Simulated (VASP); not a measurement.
The system is MgZn15O16.

```
O Zn Mg
1.0
     8.52416    0.00000    0.00000
     0.00000    8.52416    0.00000
     0.00000    0.00000    8.52416
O Zn Mg
32 30 2
Cartesian
  2.1222 0.0058 0.0116
  2.1315 8.4980 4.2753
  2.1375 4.2500 8.4971
  2.1636 4.2557 4.2658
  6.3836 8.5222 8.5241
  6.3743 8.5188 4.2349
  6.3870 4.2919 8.4903
  6.4039 4.2771 4.2957
  0.0093 2.1301 0.0084
  0.0053 2.1577 4.2569
  0.0269 6.3854 8.5093
  0.0252 6.3985 4.2346
  4.2121 2.1212 8.5109
  4.2676 2.1386 4.2855
  4.2807 6.3885 0.0507
  4.2706 6.4189 4.2408
  8.5111 8.5006 2.1440
  0.0341 8.4855 6.4102
  0.0104 4.2719 2.1254
  0.0147 4.2507 6.3989
  4.3276 0.0206 2.1487
  4.2444 8.4980 6.3753
  4.2294 4.2765 2.1353
  4.2393 4.3009 6.3974
  2.1163 2.1342 2.1349
  2.1592 2.1066 6.4066
  2.1343 6.4254 2.1204
  2.1159 6.3526 6.3891
  6.3663 2.1480 2.1362
  6.3602 2.1679 6.3948
  6.3581 6.3784 2.1485
  6.3779 6.4248 6.4147
  0.0032 8.5082 8.5162
  8.5045 8.5175 4.2364
  8.4849 4.2751 0.0249
  8.5148 4.2933 4.2578
  4.2773 8.5148 0.0338
  4.2657 0.0251 4.2662
  4.2848 4.2353 0.0123
  4.2423 4.2840 4.2630
  2.1353 2.1313 0.0025
  2.1362 2.1409 4.2167
  2.1624 6.3934 8.5127
  2.1241 6.3620 4.2443
  6.3852 2.1742 8.5236
  6.3723 2.1188 4.2788
  6.3840 6.4173 8.5160
  6.3717 6.3742 4.2495
  2.1435 8.5208 2.1587
  2.1227 0.0160 6.4027
  2.1201 4.2671 2.1456
  6.3852 0.0110 2.1088
  6.3598 8.5206 6.3959
  6.3606 4.3050 2.1270
  6.3893 4.2899 6.3968
  0.0022 2.1245 2.1581
  0.0084 2.1343 6.3363
  0.0034 6.3885 2.1433
  4.2491 2.1156 2.1190
  4.2596 2.1463 6.3720
  4.2836 6.3746 2.1299
  4.2709 6.3886 6.3868
  2.1093 4.2690 6.3819
  0.0127 6.4173 6.3835
```

```yaml
Program: VASP 6.6.1
Task: relaxation of volume and atoms at fixed shape
Functional: PBEsol
Potentials_or_basis: VASP PAW PBE potentials, release 64 (O, Zn, Mg)
Cutoff: 700 eV
k_mesh: 1 × 1 × 1, shifted
Occupations: fermi-dirac, width 0.05 eV
Spin: no spin polarisation
```

At the start: pressure 1.2 GPa; volume 9.68 Å³/atom.

How do energy, volume and symmetry change on relaxing?

Over 12 steps the energy falls by 5.1 meV/atom and the volume is 9.72 Å³/atom (+0.5 %); space group Pm (No. 6, to 0.1 Å) before, Cmmm (No. 65, to 0.1 Å).

Step by step:
```csv
step,energy change (eV),largest force (eV/Å),pressure (GPa),volume (Å³)
1,0.0000,0.5878,1.22,619.38
2,-0.2339,0.2299,-0.97,625.98
3,-0.2432,0.1952,-1.45,627.55
4,-0.2993,0.1444,0.45,621.04
5,-0.2994,0.1426,0.39,621.25
6,-0.3169,0.0917,0.13,622.04
7,-0.3201,0.0756,-0.03,622.55
8,-0.3240,0.0445,0.00,622.52
9,-0.3254,0.0472,0.02,622.50
10,-0.3271,0.0352,-0.02,622.62
11,-0.3274,0.0309,-0.04,622.70
12,-0.3281,0.0150,0.06,622.38
```

Final structure:
```
O Zn Mg
1.0
     8.53794    0.00000    0.00000
     0.00000    8.53794    0.00000
     0.00000    0.00000    8.53794
O Zn Mg
32 30 2
Direct
  0.24990 0.00019 0.99997
  0.24986 0.00042 0.49971
  0.24979 0.49970 0.99779
  0.25011 0.50005 0.50205
  0.74963 0.00063 0.00009
  0.74976 0.00076 0.49995
  0.74953 0.50024 0.99978
  0.74966 0.50063 0.50015
  0.99952 0.25016 0.99981
  0.99949 0.25048 0.50003
  0.99931 0.75047 0.99784
  0.99970 0.75076 0.50197
  0.49981 0.25015 0.99993
  0.49983 0.25020 0.50016
  0.49980 0.75059 0.00018
  0.49996 0.75053 0.49981
  0.99940 0.00014 0.24988
  0.99997 0.99827 0.74979
  0.00007 0.50067 0.24988
  0.00232 0.50306 0.75015
  0.50006 0.00071 0.25005
  0.49939 0.99982 0.74990
  0.49934 0.50014 0.24988
  0.49767 0.50054 0.74992
  0.24944 0.25002 0.25011
  0.24974 0.25230 0.75001
  0.24967 0.75032 0.24972
  0.24709 0.74743 0.74974
  0.74986 0.25107 0.24991
  0.74991 0.25057 0.74997
  0.74982 0.75011 0.25005
  0.75186 0.75084 0.75015
  0.99968 0.00042 0.99998
  0.99978 0.00060 0.49976
  0.99972 0.50040 0.99969
  0.99977 0.50051 0.50014
  0.49987 0.00043 0.00015
  0.49985 0.00044 0.50006
  0.49965 0.50045 0.00009
  0.49967 0.50038 0.49992
  0.24981 0.24993 0.99996
  0.24960 0.25018 0.50002
  0.24959 0.74996 0.99977
  0.24976 0.75015 0.50008
  0.74957 0.25054 0.00005
  0.74964 0.25072 0.49989
  0.74974 0.75054 0.00007
  0.74991 0.75073 0.49992
  0.24975 0.00009 0.24983
  0.24970 0.00005 0.74991
  0.24965 0.50000 0.24997
  0.74972 0.00069 0.25014
  0.74984 0.00064 0.75003
  0.74982 0.50071 0.24991
  0.74976 0.50058 0.75001
  0.99963 0.25045 0.24975
  0.99969 0.25060 0.74997
  0.99981 0.75041 0.24989
  0.49961 0.25040 0.25012
  0.49975 0.25015 0.75001
  0.49983 0.75052 0.25003
  0.49983 0.75026 0.74995
  0.25021 0.49985 0.74995
  0.99936 0.75090 0.74989
```

Caveat: the PAW data sets were made with another functional, which shifts forces and pressure a little.
